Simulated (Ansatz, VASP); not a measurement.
# One calculation of AlN, two programs

INCAR

```
SYSTEM = AlN
PREC = Accurate
ENCUT = 520
EDIFF = 1E-6
ISMEAR = 0
SIGMA = 0.1
LREAL = .FALSE.
LASPH = .TRUE.
NELM = 60
ALGO = Normal
ISIF = 2
LWAVE = .FALSE.
LCHARG = .FALSE.
GGA = RP
NBANDS = 11
```

File KPOINTS:

```
Automatic mesh
0
G
  11 11 11
  0 0 0
```

POSCAR

```
AlN
1.0
    0.0000000000      2.0345180000      2.0345180000
    2.0345180000      0.0000000000      2.0345180000
    2.0345180000      2.0345180000      0.0000000000
Al N
1 1
Direct
    0.5000000000      0.5000000000      0.5000000000
    0.0000000000      0.0000000000      0.0000000000
```

File input.yaml:

```yaml
crystal:
  lattice:
    - [0.0, 2.034518, 2.034518]
    - [2.034518, 0.0, 2.034518]
    - [2.034518, 2.034518, 0.0]
  atoms:
    - { symbol: Al, position: [0.5, 0.5, 0.5] }
    - { symbol: "N", position: [0.0, 0.0, 0.0] }
kpoints:
  mp_grid: { grid: [11, 11, 11] }
scf:
  occupations: { method: gaussian, width: 0.1 }
hamiltonian:
  xc: rpbe
  pseudopotentials: { kind: all_electron, lapw: { basis_error: 0.001 } }
output:
  forces: true
  stress: true
  eigenvalues: true
```

Alike in both runs: task single point; functional RPBE; k mesh 11 × 11 × 11; occupations gaussian, width 0.1 eV; no spin polarisation.

|  | VASP | Ansatz |
| --- | --- | --- |
| version | VASP 6.6.1 | Ansatz 0.2.0 |
| potentials or method | VASP PAW PBE potentials, release 64 (Al, N), cutoff 520 eV | all-electron LAPW, scalar-relativistic |

Ansatz gave:

```
gap on the k mesh at the Fermi level (eV) : 4.69
least direct gap on the mesh (eV)         : 5.43
pressure (GPa)                            : 5.0
```

Problem. Estimate VASP's values.

Solution. gap on the k mesh at the Fermi level (eV): 4.66; least direct gap on the mesh (eV): 5.43; pressure (GPa): 4.1.

VASP's potentials were made for PBE, not for RPBE. Ansatz ran all-electron here, and VASP with PAW potentials.
